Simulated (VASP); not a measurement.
A run of VASP 6.6.1 is set up as follows.

INCAR

```
SYSTEM = Mo
PREC = Accurate ; ENCUT = 520
EDIFF = 1E-6 ; ISMEAR = 0
SIGMA = 0.15 ; LREAL = .FALSE.
LASPH = .TRUE. ; NELM = 100
ALGO = Normal ; ISIF = 2
LWAVE = .FALSE. ; LCHARG = .FALSE.
GGA = PE ; NBANDS = 13
```

File KPOINTS:

```
regular mesh
0
G
  22 22 22
  0 0 0
```

POSCAR

```
Mo
1.0
   -1.6966800000      1.6966800000      1.6966800000
    1.6966800000     -1.6966800000      1.6966800000
    1.6966800000      1.6966800000     -1.6966800000
Mo
1
Direct
    0.0000000000      0.0000000000      0.0000000000
```

Potentials or basis: VASP PAW PBE potentials, release 64 (Mo_sv).

Launch:

```sh
$ cat potpaw_PBE.64/Mo_sv/POTCAR > POTCAR
$ mpirun -np 1 vasp_std > vasp.out
```

(1) What does it give for the pressure?

(2) Estimate the band gap on the k mesh.

Answers

(1) -34.5 GPa.

(2) zero (band 7 reaches 12.17 eV, above the bottom of band 8 at 8.31 eV).

Caveat: the cell differs from its parent crystal (strain +0.080 along x and y, +0.080 along z).
